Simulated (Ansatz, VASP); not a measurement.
One calculation of PbO, two programs

POSCAR

```
PbO
1.0
    4.1544673197      0.0000000000      0.0000000000
   -2.0772336599      3.5978742381      0.0000000000
    0.0000000000      0.0000000000      5.5654944871
Pb O
2 2
Direct
    0.3333333333      0.6666666667     -0.0195315528
    0.6666666667      0.3333333333      0.4804684472
    0.3333333333      0.6666666667      0.3945315528
    0.6666666667      0.3333333333      0.8945315528
```

Contents of INCAR.step1:

```
SYSTEM = PbO
  ALGO = Normal
  EDIFF = 1E-4
  ENCUT = 520
  GGA = PE
  ISMEAR = 0
  LASPH = .TRUE.
  LCHARG = .FALSE.
  LREAL = .FALSE.
  LWAVE = .TRUE.
  NBANDS = 28
  NELM = 60
  PREC = Accurate
  SIGMA = 0.01
```

File INCAR.step2:

```
SYSTEM = PbO
  ALGO = Normal
  EDIFF = 1E-6
  ENCUT = 520
  ISIF = 2
  ISMEAR = 0
  ISTART = 1
  LASPH = .TRUE.
  LCHARG = .FALSE.
  LMIXTAU = .TRUE.
  LREAL = .FALSE.
  LWAVE = .FALSE.
  METAGGA = R2SCAN
  NBANDS = 28
  NELM = 60
  PREC = Accurate
  SIGMA = 0.01
```

File KPOINTS:

```
k-points
0
G
  6 6 4
  0 0 0
```

Input for Ansatz:

```yaml
crystal:
  lattice:
    - [4.1544673197, 0.0, 0.0]
    - [-2.0772336599, 3.5978742381, 0.0]
    - [0.0, 0.0, 5.5654944871]
  atoms:
    - { symbol: Pb, position: [0.3333333333, 0.6666666667, -0.0195315528] }
    - { symbol: Pb, position: [0.6666666667, 0.3333333333, 0.4804684472] }
    - { symbol: O, position: [0.3333333333, 0.6666666667, 0.3945315528] }
    - { symbol: O, position: [0.6666666667, 0.3333333333, 0.8945315528] }
kpoints:
  mp_grid: { grid: [6, 6, 4] }
hamiltonian:
  xc: r2scan
scf:
  occupations: { method: fixed }
  n_extra_bands: 5
output:
  forces: true
  stress: true
  eigenvalues: true
```

Alike in both runs: task single point; functional r2SCAN; k mesh 6 × 6 × 4; no spin polarisation.

|  | VASP | Ansatz |
| --- | --- | --- |
| version | VASP 6.6.1 | Ansatz 0.2.0 |
| potentials or method | VASP PAW PBE potentials, release 64 (Pb_d, O) | plane waves, PAW |
| plane-wave cutoff (eV) | 520 | 500 |
| occupations | gaussian, width 0.01 eV | fixed |
| valence electrons in the cell | 40 | 40 |

```csv
,VASP,Ansatz,Ansatz less VASP
gap on the k mesh at the Fermi level (eV),2.01,2.01,-0.001
pressure (GPa),2.7,2.4,-0.31
"traceless stress, the component that is largest in VASP (GPa)",0.22,0.13,-0.095
rms of the force components (eV/Å),0.076,0.053,-0.0231
```

VASP's potentials were made for PBE, not for r2SCAN. Atom by atom the forces differ by 0.023 eV/Å (rms over components).

Spin-orbit coupling is off throughout.
